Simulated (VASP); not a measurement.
# Dy3Br (Cmmm) in VASP: further runs

Runs on Dy3Br. Level: PBE. Tasks: single point, relaxation of cell and atoms.

All numbers are computed with VASP 6.6.1; they aren't measurements. Logs are shortened: lines on timing, memory, paths and dates and some standing lists are left out, and cuts for length are marked.

## 1. The cell of the first run

The structure is orthorhombic, space group Cmmm (No. 65). The conventional cell has a = 3.829 Å, b = 5.362 Å, c = 10.957 Å, α = 90.00°, β = 90.00°, γ = 90.00°. Within 4.3 Å of Dy (site symmetry mm2) lie 10 Dy at 3.29 to 3.83 Å and 4 Br at 3.37 to 3.86 Å. Within 4.3 Å of Dy (site symmetry mmm) lie 14 Dy at 3.29 to 3.83 Å. Within 4.3 Å of Br (site symmetry mmm) lie 6 Br at 3.29 to 3.83 Å and 8 Dy at 3.37 to 3.86 Å.

The cell was built from a structure type or drawn by symmetry, and may not be a known phase.

## 2. Single point, PBE

File INCAR:

```
SYSTEM = Dy3Br
ALGO = Normal ; EDIFF = 1E-6
ENCUT = 500 ; GGA = PE
GGA_COMPAT = .FALSE. ; ISIF = 2
ISMEAR = 0 ; LASPH = .TRUE.
LCHARG = .TRUE. ; LELF = .TRUE.
LMAXMIX = 6 ; LREAL = .FALSE.
LVHAR = .TRUE. ; LWAVE = .FALSE.
NBANDS = 25 ; NELM = 200
PREC = Accurate ; SIGMA = 0.1
```

File KPOINTS:

```
k-points
0
G
  6 6 2
  0 0 0
```

File POSCAR:

```
Dy3Br
1.0
    1.9144766100     -2.6810903000      0.0000000000
    1.9144766100      2.6810903000      0.0000000000
    0.0000000000      0.0000000000     10.9568589600
Dy Br
3 1
Direct
    0.5000000000      0.5000000000      0.7467060100
    0.0000000000      0.0000000000      0.5000000000
    0.5000000000      0.5000000000      0.2532939900
    0.0000000000      0.0000000000      0.0000000000
```

Potentials or basis: VASP PAW PBE potentials, release 64 (Dy_3, Br), 4f in core.

Command:

```console
> cat potpaw_PBE.64/Dy_3/POTCAR potpaw_PBE.64/Br/POTCAR > POTCAR
> mpirun -np 1 vasp_std > vasp.out
```

OUTCAR:

```text
SYSTEM = Dy3Br
   EDIFF = 1E-6
   ENCUT = 500
   GGA = PE
   ISIF = 2
   ISMEAR = 0
   LASPH = .TRUE.
   LREAL = .FALSE.
   NELM = 200
   PREC = Accurate

 ion  position               nearest neighbor table
   1  0.500  0.500  0.747-   2 3.31   2 3.31   2 3.81   2 3.81
   2  0.000  0.000  0.500-   1 3.31   3 3.31   1 3.31   3 3.31   1 3.81   3 3.81   1 3.81   3 3.81

   3  0.500  0.500  0.253-   2 3.31   2 3.31   2 3.81   2 3.81
   4  0.000  0.000  0.000-

  LATTYP: Found a base centered orthorhombic cell.
 ALAT       =     3.8289532200
 B/A-ratio  =     1.4004299065
 C/A-ratio  =     2.8615807847

  Lattice vectors:

 A1 = (   1.9144766100,  -2.6810903000,   0.0000000000)
 A2 = (   1.9144766100,   2.6810903000,   0.0000000000)
 A3 = (   0.0000000000,   0.0000000000,  10.9568589600)

Analysis of symmetry for initial positions (statically):
=====================================================================
 Subroutine PRICEL returns:
 Original cell was already a primitive cell.

 Routine SETGRP: Setting up the symmetry group for a
 base centered orthorhombic supercell.

 Subroutine GETGRP returns: Found  8 space group operations
 (whereof  8 operations were pure point group operations)
 out of a pool of  8 trial point group operations.

The static configuration has the point symmetry D_2h.

Analysis of symmetry for dynamics (positions and initial velocities):
=====================================================================
 Subroutine PRICEL returns:
 Original cell was already a primitive cell.

 Routine SETGRP: Setting up the symmetry group for a
 base centered orthorhombic supercell.

 Subroutine GETGRP returns: Found  8 space group operations
 (whereof  8 operations were pure point group operations)
 out of a pool of  8 trial point group operations.

The dynamic configuration has the point symmetry D_2h.

 Subroutine INISYM returns: Found  8 space group operations
 (whereof  8 operations are pure point group operations),
 and found     1 'primitive' translations

----------------------------------------------------------------------------------------

                                     Primitive cell

  volume of cell :     112.4806

  direct lattice vectors                    reciprocal lattice vectors
     1.914476610 -2.681090300  0.000000000     0.261167986 -0.186491294  0.000000000
     1.914476610  2.681090300  0.000000000     0.261167986  0.186491294  0.000000000
     0.000000000  0.000000000 10.956858960     0.000000000  0.000000000  0.091267032

  length of vectors
     3.294459878  3.294459878 10.956858960     0.320916998  0.320916998  0.091267032

  position of ions in fractional coordinates (direct lattice)
     0.500000000  0.500000000  0.746706010
     0.000000000  0.000000000  0.500000000
     0.500000000  0.500000000  0.253293990
     0.000000000  0.000000000  0.000000000

  ion indices of the primitive-cell ions
   primitive index   ion index
                 1           1
                 2           2
                 3           3
                 4           4

----------------------------------------------------------------------------------------

 KPOINTS: k-points

Automatic generation of k-mesh.
 Grid dimensions read from file:
 generate k-points for:    6    6    2

 Generating k-lattice:

  Cartesian coordinates                     Fractional coordinates (reciprocal lattice)
     0.043527998 -0.031081882  0.000000000     0.166666667 -0.000000000  0.000000000
     0.043527998  0.031081882  0.000000000    -0.000000000  0.166666667  0.000000000
     0.000000000  0.000000000  0.045633516     0.000000000  0.000000000  0.500000000

  Length of vectors
     0.053486166  0.053486166  0.045633516

  Shift w.r.t. Gamma in fractional coordinates (k-lattice)
     0.000000000  0.000000000  0.000000000

 Subroutine IBZKPT returns following result:
 ===========================================

 Found     26 irreducible k-points:

 Following reciprocal coordinates:
            Coordinates               Weight
  0.000000  0.000000  0.000000      1.000000
  0.166667 -0.000000  0.000000      4.000000
  0.333333  0.000000  0.000000      4.000000
  0.500000 -0.000000  0.000000      2.000000
  0.166667  0.166667  0.000000      2.000000
  0.333333  0.166667  0.000000      4.000000
[... 16 lines left out ...]
  0.333333  0.333333  0.500000      2.000000
  0.500000  0.333333  0.500000      4.000000
 [... further k-points ...]
   k-points           NKPTS =     26   k-points in BZ     NKDIM =     26   number of bands    NBANDS=     25
   number of dos      NEDOS =    301   number of ions     NIONS =      4
   total plane-waves  NPLWV =  46080
   dimension x,y,z NGX =    24 NGY =   24 NGZ =   80
   dimension x,y,z NGXF=    48 NGYF=   48 NGZF=  160
   ions per type =               3   1
   NGX,Y,Z   is equivalent  to a cutoff of  12.11, 12.11, 12.14 a.u.
   NGXF,Y,Z  is equivalent  to a cutoff of  24.22, 24.22, 24.28 a.u.
 SYSTEM =  Dy3Br
   PREC   = accura    normal or accurate (medium, high low for compatibility)
   ISTART =      0    job   : 0-new  1-cont  2-samecut
   ICHARG =      2    charge: 1-file 2-atom 10-const
   ISPIN  =      1    spin polarized calculation?
   LNONCOLLINEAR =      F non collinear calculations
   LSORBIT =      F    spin-orbit coupling
   LASPH  =      T    aspherical Exc in radial PAW
   ENCUT  =  500.0 eV  36.75 Ry    6.06 a.u.   6.01  6.01 19.98*2*pi/ulx,y,z
   NELM   =    200;   NELMIN=  2; NELMDL= -5     # of ELM steps
   EDIFF  = 0.1E-05   stopping-criterion for ELM
   LREAL  =      F    real-space projection
   EDIFFG = 0.1E-04   stopping-criterion for IOM
   NSW    =      0    number of steps for IOM
   IBRION =     -1    ionic relax: 0-MD 1-quasi-New 2-CG
   NFREE  =      0    steps in history (QN), initial steepest desc. (CG)
   ISIF   =      2    stress and relaxation
   ISYM   =      2    0-nonsym 1-usesym 2-fastsym
   POTIM  = 0.5000    time-step for ionic-motion
   TEBEG  =    0.0;   TEEND  =   0.0 temperature during run
   PSTRESS=    0.0 pullay stress
   NELECT =      34.0000    total number of electrons
   NUPDOWN=      -1.0000    fix difference up-down
   EMIN   =  10.00;   EMAX   =-10.00  energy-range for DOS
   EFERMI =   0.00;   METHOD = LEGACY
   ISMEAR =     0;   SIGMA  =   0.10  broadening in eV -4-tet -1-fermi 0-gaus
   EFERMI_NEDOS =   21; number of points for ismear=-14 and -15
   IALGO  =     38    algorithm
   IMIX   =      4    mixing-type and parameters
     AMIX     =   0.40;   BMIX     =  1.00
     AMIX_MAG =   1.60;   BMIX_MAG =  1.00
  volume/ion in A,a.u.               =      28.12       189.76
  Fermi-wavevector in a.u.,A,eV,Ry     =   1.098690  2.076224 16.423869  1.207120
  Thomas-Fermi vector in A             =   2.235072
   LORBIT       =      0    0 simple, 1 ext, 2 COOP (PROOUT), +10 PAW based schemes
   GGA     = PE    functional components
   LHFCALC =     F    Hartree Fock is set to
   AEXX    =    0.0000 exact exchange contribution
   IVDW    =     0    specifies the selected vdW correction
   LEPSILON=     F    determine dielectric tensor
   LRPA    =     F    only Hartree local field effects (RPA)
 non-spin polarized calculation
 Gauss-broadening in eV      SIGMA  =   0.10
  energy-cutoff  :      500.00
  volume of cell :      112.48
 maximum number of plane-waves:      2880
   NGX = 13   NGY = 13   NGZ = 39

 number of electron      34.0000006 magnetization

 Free energy of the ion-electron system (eV)
  ---------------------------------------------------
  ext. energy  EPLUGINS =         0.00000000
  ---------------------------------------------------
  free energy    TOTEN  =       -16.12583211 eV

  energy without entropy =      -16.08651674  energy(sigma->0) =      -16.10617443

 E-fermi :   3.8986     XC(G=0):  -9.9776

 val. band max:        3.8973711739   @ k =   0.0000   0.0000   0.5000
 cond. band min:       3.9126692734   @ k =   0.5000  -0.0000   0.5000
 fundamental gap:      0.0152980995
 Fermi energy:         3.8985854395

 k-point     1 :       0.0000    0.0000    0.0000
  band No.  band energies     occupation
      1     -20.0273      2.00000
      2     -19.8918      2.00000
      3     -19.4617      2.00000
      4     -19.4429      2.00000
      5     -19.2967      2.00000
      6     -19.2966      2.00000
[... 17 lines left out ...]
     24       7.6324      0.00000
     25       7.6368      0.00000

 k-point     2 :       0.1667   -0.0000    0.0000
  band No.  band energies     occupation
      1     -19.9778      2.00000
      2     -19.8839      2.00000
      3     -19.6069      2.00000
      4     -19.5949      2.00000
      5     -19.3591      2.00000
      6     -19.3565      2.00000
[... 17 lines left out ...]
     24       7.3283      0.00000
     25       7.7603      0.00000

 k-point     3 :       0.3333    0.0000    0.0000
  band No.  band energies     occupation
      1     -19.9965      2.00000
      2     -19.9456      2.00000
      3     -19.8898      2.00000
      4     -19.8386      2.00000
      5     -19.4018      2.00000
      6     -19.3867      2.00000
[... 17 lines left out ...]
     24       7.6452      0.00000
     25       7.7880      0.00000

 k-point     4 :       0.5000   -0.0000    0.0000
  band No.  band energies     occupation
      1     -20.1604      2.00000
      2     -20.1156      2.00000
      3     -19.9241      2.00000
      4     -19.7854      2.00000
      5     -19.4225      2.00000
      6     -19.4057      2.00000
[... 17 lines left out ...]
     24       7.7555      0.00000
     25       8.1955      0.00000

 k-point     5 :       0.1667    0.1667    0.0000
  band No.  band energies     occupation
      1     -19.9050      2.00000
      2     -19.8889      2.00000
      3     -19.7214      2.00000
      4     -19.6759      2.00000
      5     -19.5093      2.00000
      6     -19.5074      2.00000
[... 17 lines left out ...]
     24       6.9662      0.00000
     25       7.6843      0.00000

 k-point     6 :       0.3333    0.1667    0.0000
  band No.  band energies     occupation
      1     -19.9960      2.00000
      2     -19.9468      2.00000
      3     -19.8869      2.00000
      4     -19.7887      2.00000
      5     -19.5997      2.00000
      6     -19.5791      2.00000
[... 17 lines left out ...]
     24       7.2629      0.00000
     25       7.7114      0.00000
[... 393 lines left out ...]
 k-point    21 :      -0.3333    0.1667    0.5000
  band No.  band energies     occupation
      1     -19.9350      2.00000
      2     -19.8908      2.00000
      3     -19.8532      2.00000
      4     -19.8351      2.00000
      5     -19.5344      2.00000
      6     -19.5182      2.00000
[... 17 lines left out ...]
     24       6.7653      0.00000
     25       7.4617      0.00000

 k-point    22 :      -0.1667    0.1667    0.5000
  band No.  band energies     occupation
      1     -19.9734      2.00000
      2     -19.8498      2.00000
      3     -19.5551      2.00000
      4     -19.5349      2.00000
      5     -19.5301      2.00000
      6     -19.5241      2.00000
[... 17 lines left out ...]
     24       6.0568      0.00000
     25       6.0868      0.00000

 k-point    23 :       0.3333    0.3333    0.5000
  band No.  band energies     occupation
      1     -19.9438      2.00000
      2     -19.9329      2.00000
      3     -19.9025      2.00000
      4     -19.8672      2.00000
      5     -19.8124      2.00000
      6     -19.7574      2.00000
[... 17 lines left out ...]
     24       7.1605      0.00000
     25       7.4690      0.00000

 k-point    24 :       0.5000    0.3333    0.5000
  band No.  band energies     occupation
      1     -20.0832      2.00000
      2     -20.0764      2.00000
      3     -19.8149      2.00000
      4     -19.8137      2.00000
      5     -19.7631      2.00000
      6     -19.7540      2.00000
[... 17 lines left out ...]
     24       7.5136      0.00000
     25       7.7343      0.00000

 [... further k-points ...]
[... 5 lines left out ...]
  --------------------------------------------------------------------------------------
  -------------------------------------------------------------------------------------
  Total        3.4708689      7.6406748     -3.1334940      0.0000000      0.0000000      0.0000000
  in kB       49.4391751    108.8340339    -44.6335960      0.0000000      0.0000000      0.0000000
  external PRESSURE =      37.8798710 kB  Pullay stress =       0.0000000 kB

 VOLUME and BASIS-vectors are now :
 -----------------------------------------------------------------------------
  energy-cutoff  :      500.00
  volume of cell :      112.48
      direct lattice vectors                 reciprocal lattice vectors
     1.914476610 -2.681090300  0.000000000     0.261167986 -0.186491294  0.000000000
     1.914476610  2.681090300  0.000000000     0.261167986  0.186491294  0.000000000
     0.000000000  0.000000000 10.956858960     0.000000000  0.000000000  0.091267032

 POSITION                                       TOTAL-FORCE (eV/Angst)
 -----------------------------------------------------------------------------------
      1.91448      0.00000      8.18155        -0.000000      0.000000      1.079988
      0.00000      0.00000      5.47843         0.000000      0.000000      0.000000
      1.91448      0.00000      2.77531         0.000000      0.000000     -1.079988
      0.00000      0.00000      0.00000         0.000000     -0.000000      0.000000
 -----------------------------------------------------------------------------------
    total drift:                                0.000000     -0.000000     -0.000000

  FREE ENERGIE OF THE ION-ELECTRON SYSTEM (eV)
  ---------------------------------------------------
  free  energy   TOTEN  =       -16.1258321126 eV

  energy  without entropy=      -16.0865167375  energy(sigma->0) =      -16.10617443
```

It took 46 s on 1 thread of Intel Xeon Platinum 8488C (Sapphire Rapids), shared host; peak memory 0.23 GiB.

What came out:

* Free energy: -16.1258 eV
* Pressure: 3.8 GPa
* Largest force: 1.080 eV/Å
* Band gap on the k mesh: zero (bands 17 and 18 overlap by 1.15 eV)

Forces on the atoms (eV/Å):
```
Dy   0.000  0.000  1.080
Dy   0.000  0.000  0.000
Dy   0.000  0.000 -1.080
Br   0.000  0.000  0.000
```

Stress tensor (GPa, compression positive):
```
 4.94  0.00  0.00
 0.00 10.88  0.00
 0.00  0.00 -4.46
```

Caveat: the cell stands under pressure; spin-orbit coupling is left out, which moves the levels of the heavy elements; the 4f electrons are frozen in the core, so they carry no moment and show no levels; the run has no spin polarisation, though such a crystal can be magnetic; forces of over 1 eV/Å act on the atoms, so gaps and moduli don't describe the material at rest. Spin polarisation is off, so any magnetic state and its effect on volume and gap are missing.

## 3. Single point, PBE

This run uses another cell than the first one, of 29.56 Å³/atom.

File INCAR:

```
SYSTEM = Dy3Br
ALGO     = Normal         ! electronic algorithm
EDIFF    = 1E-6           ! SCF threshold, eV
ENCUT    = 500            ! plane-wave cutoff, eV
GGA      = PE             ! functional
GGA_COMPAT= .False.      
ISIF     = 2              ! what is computed and relaxed
ISMEAR   = 0              ! smearing method
LASPH    = .True.         ! aspherical terms in the spheres
LCHARG   = .True.         ! write CHGCAR
LELF     = .True.         ! ELF
LMAXMIX  = 6              ! l up to which the mixer works
LREAL    = .False.        ! projectors in reciprocal space
LVHAR    = .True.       
LWAVE    = .False.        ! write WAVECAR
NBANDS   = 25             ! bands
NELM     = 200            ! most SCF steps
PREC     = Accurate       ! precision mode
SIGMA    = 0.1            ! smearing width, eV
```

File KPOINTS:

```
k-points
0
Gamma
  6 6 2
  0 0 0
```

File POSCAR:

```
Dy3Br
1.0
    1.9146641969     -2.9820466180      0.0000000000
    1.9146641969      2.9820466180      0.0000000000
    0.0000000000      0.0000000000     10.3530380497
Dy Br
3 1
Direct
    0.5000000000      0.5000000000      0.7674849846
    0.0000000000      0.0000000000      0.5000000000
    0.5000000000      0.5000000000      0.2325150154
    0.0000000000      0.0000000000      0.0000000000
```

Potentials or basis: VASP PAW PBE potentials, release 64 (Dy_3, Br), 4f in core.

Command:

```console
> cat potpaw_PBE.64/Dy_3/POTCAR potpaw_PBE.64/Br/POTCAR > POTCAR
> mpirun -np 1 vasp_std > vasp.out
```

It took 63 s on 1 thread of Intel Xeon Platinum 8488C (Sapphire Rapids), shared host; peak memory 0.27 GiB.

The run converged. Its results:

| Property | Result |
| --- | --- |
| Free energy | -16.9034 eV |
| Pressure | 0.1 GPa |
| Largest force | 0.030 eV/Å |
| Band gap on the k mesh | zero (bands 17 and 18 overlap by 1.36 eV) |

Forces in eV/Å, atoms in the order of the input:
```
Dy   0.000  0.000  0.030
Dy   0.000  0.000  0.000
Dy   0.000  0.000 -0.030
Br   0.000  0.000  0.000
```

Stress tensor (GPa, compression positive):
```
0.06 0.00 0.00
0.00 0.28 0.00
0.00 0.00 0.06
```

Levels at points of the mesh, in eV from the Fermi level:
```
           k point  band 14  band 15  band 16  band 17  band 18  band 19  band 20  band 21
(0.00, 0.00, 0.00)    -3.36    -2.48    -2.23     0.56     0.86     0.97     1.12     1.20
(0.50, 0.00, 0.00)    -2.08    -1.93    -1.11    -0.21     0.09     0.41     0.72     1.05
(0.50, 0.50, 0.00)    -1.96    -1.56    -1.47    -0.30    -0.26     0.39     0.57     1.39
(0.00, 0.00, 0.50)    -3.42    -3.36    -1.83     0.42     0.63     0.86     1.20     1.77
(0.50, 0.00, 0.50)    -1.88    -1.74    -1.58     0.07     0.10     0.14     0.41     1.36
(0.50, 0.50, 0.50)    -1.65    -1.32    -1.30    -0.89    -0.75     0.81     0.83     1.02
```

Caveat: spin-orbit coupling is left out, which moves the levels of the heavy elements; the 4f electrons are frozen in the core, so they carry no moment and show no levels; the run has no spin polarisation, though such a crystal can be magnetic. Spin polarisation is off, so any magnetic state and its effect on volume and gap are missing.

[end of part 1 of 2]
